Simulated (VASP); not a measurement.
Input of a VASP 6.6.1 run:

File INCAR:

```
SYSTEM = Si
  PREC = Accurate
  ENCUT = 520
  EDIFF = 1E-6
  ISMEAR = 0
  SIGMA = 0.1
  LREAL = .False.
  LASPH = .True.
  NELM = 60
  ALGO = Normal
  ISIF = 2
  LWAVE = .False.
  LCHARG = .False.
  GGA = PE
  NBANDS = 11
```

Contents of KPOINTS:

```
Automatic mesh
0
Gamma
  18 18 10
  0 0 0
```

Contents of POSCAR:

```
Si
1.0
    2.7698007535      0.0000000000      0.0000000000
   -1.3849003767      2.3987178160      0.0000000000
    0.0000000000      0.0000000000      4.7571505691
Si
2
Direct
    0.3333333333      0.6666666667      0.2500000000
    0.6666666667      0.3333333333      0.7500000000
```

Potentials or basis: VASP PAW PBE potentials, release 64 (Si).

Run with:

```bash
$ cat potpaw_PBE.64/Si/POTCAR > POTCAR
$ mpirun -np 1 vasp_std > vasp.out
```

Problem. Predict the pressure.

Solution. -6.8 GPa.

Problem. Estimate the band gap on the k mesh.

Solution. Zero (bands 4 and 5 overlap by 11.77 eV).

Caveat: the cell stands under tension.
